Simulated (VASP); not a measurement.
# Rh (P6_3/mmc) in VASP: notebook

The runs below take Rh through single point, with LDA.

Everything below comes from runs of VASP 6.6.1. Logs are shortened: lines on timing, memory, paths and dates and some standing lists are left out, and cuts for length are marked.

## 1. The cell of the first run

Symmetry: P6_3/mmc, No. 194, hexagonal system. The conventional cell has a = 2.692 Å, b = 2.692 Å, c = 8.798 Å, α = 90.00°, β = 90.00°, γ = 120.00°. Within 3.5 Å of Rh (site symmetry -3m) lie 12 Rh at 2.69 Å. Rh (site symmetry -6m2) has 12 Rh at 2.69 Å within 3.5 Å.

## 2. Single point, LDA

INCAR reads:

```
SYSTEM = Rh
PREC = Accurate
ENCUT = 520
EDIFF = 1E-7
ISMEAR = -1
SIGMA = 0.05
LREAL = .False.
LASPH = .True.
NELM = 100
ALGO = Normal
ISIF = 2
LWAVE = .False.
LCHARG = .False.
NBANDS = 38
```

KPOINTS reads:

```
regular mesh
0
Gamma
  10 10 3
  0 0 0
```

POSCAR reads:

```
Rh
1.0
    2.6917446200      0.0000000000      0.0000000000
   -1.3458723100      2.3311192200      0.0000000000
    0.0000000000      0.0000000000      8.7980701300
Rh
4
Direct
    0.0000000000      0.0000000000      0.0000000000
    0.3333333333      0.6666666667      0.2500000000
    0.0000000000      0.0000000000      0.5000000000
    0.6666666667      0.3333333333      0.7500000000
```

Potentials or basis: VASP PAW LDA potentials, release 64 (Rh_pv).

Run with:

```console
cat potpaw_LDA.64/Rh_pv/POTCAR > POTCAR
mpirun -np 1 vasp_std > vasp.out
```

OUTCAR:

```text
SYSTEM = Rh
   PREC = Accurate
   ENCUT = 520
   EDIFF = 1E-7
   ISMEAR = -1
   LREAL = .False.
   LASPH = .True.
   NELM = 100
   ISIF = 2

 ion  position               nearest neighbor table
   1  0.000  0.000  0.000-   2 2.69   4 2.69   4 2.69   2 2.69   4 2.69   2 2.69
   2  0.333  0.667  0.250-   1 2.69   3 2.69   1 2.69   3 2.69   1 2.69   3 2.69
   3  0.000  0.000  0.500-   2 2.69   4 2.69   4 2.69   2 2.69   4 2.69   2 2.69
   4  0.667  0.333  0.750-   1 2.69   3 2.69   1 2.69   3 2.69   1 2.69   3 2.69

  LATTYP: Found a hexagonal cell.
 ALAT       =     2.6917446200
 C/A-ratio  =     3.2685382055

  Lattice vectors:

 A1 = (   2.6917446200,   0.0000000000,   0.0000000000)
 A2 = (  -1.3458723100,   2.3311192200,   0.0000000000)
 A3 = (   0.0000000000,   0.0000000000,   8.7980701300)

Analysis of symmetry for initial positions (statically):
=====================================================================
 Subroutine PRICEL returns:
 Original cell was already a primitive cell.

 Routine SETGRP: Setting up the symmetry group for a
 hexagonal supercell.

 Subroutine GETGRP returns: Found 24 space group operations
 (whereof 12 operations were pure point group operations)
 out of a pool of 24 trial point group operations.

The static configuration has the point symmetry D_3d.
 The point group associated with its full space group is D_6h.

Analysis of symmetry for dynamics (positions and initial velocities):
=====================================================================
 Subroutine PRICEL returns:
 Original cell was already a primitive cell.

 Routine SETGRP: Setting up the symmetry group for a
 hexagonal supercell.

 Subroutine GETGRP returns: Found 24 space group operations
 (whereof 12 operations were pure point group operations)
 out of a pool of 24 trial point group operations.

The dynamic configuration has the point symmetry D_3d.
 The point group associated with its full space group is D_6h.

 Subroutine INISYM returns: Found 24 space group operations
 (whereof 12 operations are pure point group operations),
 and found     1 'primitive' translations

----------------------------------------------------------------------------------------

                                     Primitive cell

  volume of cell :      55.2059

  direct lattice vectors                    reciprocal lattice vectors
     2.691744620  0.000000000  0.000000000     0.371506269  0.214489244  0.000000000
    -1.345872310  2.331119220  0.000000000     0.000000000  0.428978489  0.000000000
     0.000000000  0.000000000  8.798070130     0.000000000  0.000000000  0.113661290

  length of vectors
     2.691744620  2.691744619  8.798070130     0.428978489  0.428978489  0.113661290

  position of ions in fractional coordinates (direct lattice)
     0.000000000  0.000000000  0.000000000
     0.333333333  0.666666667  0.250000000
     0.000000000  0.000000000  0.500000000
     0.666666667  0.333333333  0.750000000

  ion indices of the primitive-cell ions
   primitive index   ion index
                 1           1
                 2           2
                 3           3
                 4           4

----------------------------------------------------------------------------------------

 KPOINTS: regular mesh

Automatic generation of k-mesh.
 Grid dimensions read from file:
 generate k-points for:   10   10    3

 Generating k-lattice:

  Cartesian coordinates                     Fractional coordinates (reciprocal lattice)
     0.037150627  0.021448924  0.000000000     0.100000000  0.000000000  0.000000000
     0.000000000  0.042897849  0.000000000     0.000000000  0.100000000  0.000000000
     0.000000000  0.000000000  0.037887097     0.000000000  0.000000000  0.333333333

  Length of vectors
     0.042897849  0.042897849  0.037887097

  Shift w.r.t. Gamma in fractional coordinates (k-lattice)
     0.000000000  0.000000000  0.000000000

 Subroutine IBZKPT returns following result:
 ===========================================

 Found     28 irreducible k-points:

 Following reciprocal coordinates:
            Coordinates               Weight
  0.000000  0.000000  0.000000      1.000000
  0.100000 -0.000000  0.000000      6.000000
  0.200000 -0.000000  0.000000      6.000000
  0.300000 -0.000000  0.000000      6.000000
  0.400000 -0.000000  0.000000      6.000000
  0.500000  0.000000  0.000000      3.000000
[... 16 lines left out ...]
  0.300000  0.100000  0.333333     24.000000
  0.400000  0.100000  0.333333     24.000000
 [... further k-points ...]
   k-points           NKPTS =     28   k-points in BZ     NKDIM =     28   number of bands    NBANDS=     38
   number of dos      NEDOS =    301   number of ions     NIONS =      4
   total plane-waves  NPLWV =  28000
   dimension x,y,z NGX =    20 NGY =   20 NGZ =   70
   dimension x,y,z NGXF=    40 NGYF=   40 NGZF=  140
   ions per type =               4
   NGX,Y,Z   is equivalent  to a cutoff of  12.35, 12.35, 13.23 a.u.
   NGXF,Y,Z  is equivalent  to a cutoff of  24.70, 24.70, 26.45 a.u.
 SYSTEM =  Rh
   PREC   = accura    normal or accurate (medium, high low for compatibility)
   ISTART =      0    job   : 0-new  1-cont  2-samecut
   ICHARG =      2    charge: 1-file 2-atom 10-const
   ISPIN  =      1    spin polarized calculation?
   LNONCOLLINEAR =      F non collinear calculations
   LSORBIT =      F    spin-orbit coupling
   LASPH  =      T    aspherical Exc in radial PAW
   ENCUT  =  520.0 eV  38.22 Ry    6.18 a.u.   5.00  5.00 16.36*2*pi/ulx,y,z
   NELM   =    100;   NELMIN=  2; NELMDL= -5     # of ELM steps
   EDIFF  = 0.1E-06   stopping-criterion for ELM
   LREAL  =      F    real-space projection
   EDIFFG = 0.1E-05   stopping-criterion for IOM
   NSW    =      0    number of steps for IOM
   IBRION =     -1    ionic relax: 0-MD 1-quasi-New 2-CG
   NFREE  =      0    steps in history (QN), initial steepest desc. (CG)
   ISIF   =      2    stress and relaxation
   ISYM   =      2    0-nonsym 1-usesym 2-fastsym
   POTIM  = 0.5000    time-step for ionic-motion
   TEBEG  =    0.0;   TEEND  =   0.0 temperature during run
   PSTRESS=    0.0 pullay stress
   NELECT =      60.0000    total number of electrons
   NUPDOWN=      -1.0000    fix difference up-down
   EMIN   =  10.00;   EMAX   =-10.00  energy-range for DOS
   EFERMI =   0.00;   METHOD = LEGACY
   ISMEAR =    -1;   SIGMA  =   0.05  broadening in eV -4-tet -1-fermi 0-gaus
   EFERMI_NEDOS =   21; number of points for ismear=-14 and -15
   IALGO  =     38    algorithm
   IMIX   =      4    mixing-type and parameters
     AMIX     =   0.40;   BMIX     =  1.00
     AMIX_MAG =   1.60;   BMIX_MAG =  1.00
  volume/ion in A,a.u.               =      13.80        93.14
  Fermi-wavevector in a.u.,A,eV,Ry     =   1.683178  3.180745 38.546496  2.833088
  Thomas-Fermi vector in A             =   2.766425
   LORBIT       =      0    0 simple, 1 ext, 2 COOP (PROOUT), +10 PAW based schemes
   GGA     = CA    functional components
   LHFCALC =     F    Hartree Fock is set to
   AEXX    =    0.0000 exact exchange contribution
   IVDW    =     0    specifies the selected vdW correction
   LEPSILON=     F    determine dielectric tensor
   LRPA    =     F    only Hartree local field effects (RPA)
 non-spin polarized calculation
  energy-cutoff  :      520.00
  volume of cell :       55.21
 maximum number of plane-waves:      1509
 NGX is ok and might be reduce to    20
   NGX =  9   NGY =  9   NGZ = 33

 number of electron      59.9999994 magnetization

 Free energy of the ion-electron system (eV)
  ---------------------------------------------------
  ext. energy  EPLUGINS =         0.00000000
  ---------------------------------------------------
  free energy    TOTEN  =       -34.63160466 eV

  energy without entropy =      -34.58143771  energy(sigma->0) =      -34.60652119

 E-fermi :  11.6912     XC(G=0): -14.3273

 val. band max:       11.6757303925   @ k =   0.3000   0.1000   0.3333
 cond. band min:      11.7034006530   @ k =   0.4000  -0.0000   0.3333
 fundamental gap:      0.0276702606
 Fermi energy:        11.6911955783

 k-point     1 :       0.0000    0.0000    0.0000
  band No.  band energies     occupation
      1     -35.2444      2.00000
      2     -34.8888      2.00000
      3     -34.8788      2.00000
      4     -34.6248      2.00000
      5     -34.6248      2.00000
      6     -34.5856      2.00000
[... 30 lines left out ...]
     37      20.1368      0.00000
     38      26.0452      0.00000

 k-point     2 :       0.1000   -0.0000    0.0000
  band No.  band energies     occupation
      1     -35.2214      2.00000
      2     -34.8956      2.00000
      3     -34.8877      2.00000
      4     -34.6780      2.00000
      5     -34.6418      2.00000
      6     -34.6253      2.00000
[... 30 lines left out ...]
     37      20.0807      0.00000
     38      26.4144      0.00000

 k-point     3 :       0.2000   -0.0000    0.0000
  band No.  band energies     occupation
      1     -35.1579      2.00000
      2     -34.9439      2.00000
      3     -34.9371      2.00000
      4     -34.8108      2.00000
      5     -34.7380      2.00000
      6     -34.6851      2.00000
[... 30 lines left out ...]
     37      19.9746      0.00000
     38      26.6082      0.00000

 k-point     4 :       0.3000   -0.0000    0.0000
  band No.  band energies     occupation
      1     -35.0939      2.00000
      2     -35.0757      2.00000
      3     -35.0160      2.00000
      4     -34.9693      2.00000
      5     -34.9113      2.00000
      6     -34.7368      2.00000
[... 30 lines left out ...]
     37      19.9750      0.00000
     38      23.4689      0.00000
[... 703 lines left out ...]
      4     -34.8862      2.00000
      5     -34.8553      2.00000
      6     -34.7916      2.00000
[... 30 lines left out ...]
     37      22.0391      0.00000
     38      24.8545      0.00000

 k-point    23 :       0.3000    0.1000    0.3333
  band No.  band energies     occupation
      1     -35.1350      2.00000
      2     -35.0944      2.00000
      3     -35.0827      2.00000
      4     -35.0296      2.00000
      5     -34.9023      2.00000
      6     -34.8160      2.00000
[... 30 lines left out ...]
     37      22.1335      0.00000
     38      22.4261      0.00000

 k-point    24 :       0.4000    0.1000    0.3333
  band No.  band energies     occupation
      1     -35.2064      2.00000
      2     -35.1783      2.00000
      3     -35.1426      2.00000
      4     -35.1104      2.00000
      5     -34.8567      2.00000
      6     -34.8258      2.00000
[... 30 lines left out ...]
     37      20.7663      0.00000
     38      20.8164      0.00000

 [... further k-points ...]

------------------------ aborting loop because EDIFF is reached ----------------------------------------

  FORCE on cell =-STRESS in cart. coord.  units (eV):
  Direction    XX          YY          ZZ          XY          YZ          ZX
  --------------------------------------------------------------------------------------
  -------------------------------------------------------------------------------------
  Total       -3.8481870     -3.8481870     -3.6671219      0.0000000      0.0000000      0.0000000
  in kB     -111.6814381   -111.6814379   -106.4265944      0.0000000      0.0000000      0.0000000
  external PRESSURE =    -109.9298235 kB  Pullay stress =       0.0000000 kB

 VOLUME and BASIS-vectors are now :
 -----------------------------------------------------------------------------
  energy-cutoff  :      520.00
  volume of cell :       55.21
      direct lattice vectors                 reciprocal lattice vectors
     2.691744620  0.000000000  0.000000000     0.371506269  0.214489244  0.000000000
    -1.345872310  2.331119220  0.000000000     0.000000000  0.428978489  0.000000000
     0.000000000  0.000000000  8.798070130     0.000000000  0.000000000  0.113661290

 POSITION                                       TOTAL-FORCE (eV/Angst)
 -----------------------------------------------------------------------------------
      0.00000      0.00000      0.00000         0.000000      0.000000     -0.000000
     -0.00000      1.55408      2.19952         0.000000      0.000000     -0.000000
      0.00000      0.00000      4.39904         0.000000      0.000000     -0.000000
      1.34587      0.77704      6.59855        -0.000000     -0.000000      0.000000
 -----------------------------------------------------------------------------------
    total drift:                                0.000000     -0.000000      0.000000

  FREE ENERGIE OF THE ION-ELECTRON SYSTEM (eV)
  ---------------------------------------------------
  free  energy   TOTEN  =       -34.6316046613 eV

  energy  without entropy=      -34.5814377116  energy(sigma->0) =      -34.60652119
```

Wall time 84 s (1 thread of Intel Xeon 8259CL, shared host); peak memory 0.17 GiB.

Results:

| Item | Value |
| --- | --- |
| Free energy | -34.6316 eV |
| Pressure | -11.0 GPa |
| Band gap on the k mesh | zero (band 30 reaches 12.49 eV, above the bottom of band 31 at 10.64 eV) |

Levels at points of the mesh, in eV from the Fermi level:
| k point | band 25 | band 26 | band 27 | band 28 | band 29 | band 30 | band 31 | band 32 | band 33 | band 34 |
| --- | --- | --- | --- | --- | --- | --- | --- | --- | --- | --- |
| (0.00, 0.00, 0.00) | -2.79 | -2.68 | -2.68 | -1.46 | -1.46 | -0.88 | -0.88 | -0.37 | -0.37 | 0.40 |
| (0.50, 0.00, 0.00) | -1.58 | 0.52 | 0.52 | 0.57 | 0.63 | 0.79 | 0.80 | 0.83 | 1.18 | 2.20 |

(Part 1 of 2 ends here.)
